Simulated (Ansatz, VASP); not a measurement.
**Two plane-wave programs on Sn**

```
Sn
1.0
     3.22448    0.00000    0.00000
    -1.61224    2.79249    0.00000
     0.00000    0.00000    3.20239
Sn
1
Cartesian
  0.0000 0.0000 1.6012
```

Alike in both runs: task relaxation of cell and atoms; functional PBE; k mesh 18 × 18 × 18; occupations gaussian, width 0.1 eV; no spin polarisation.

|  | VASP | Ansatz |
| --- | --- | --- |
| version | VASP 6.6.1 | Ansatz 0.2.0 |
| potentials or method | VASP PAW PBE potentials, release 64 (Sn_d), cutoff 600 eV | scalar-relativistic, plane waves, PAW |
| valence electrons in the cell | 14 | 14 |

```csv
,VASP,Ansatz,Ansatz less VASP
"gap on the k mesh at the Fermi level, each at its own relaxed structure (eV)",none,none,-
relaxed volume (Å³/atom),28.39,28.42,+0.024
relaxed cell length with the largest relative difference (Å),3.266,3.268,+0.0019
```

A gap of «none» marks a metal or a gap that the smearing closes.
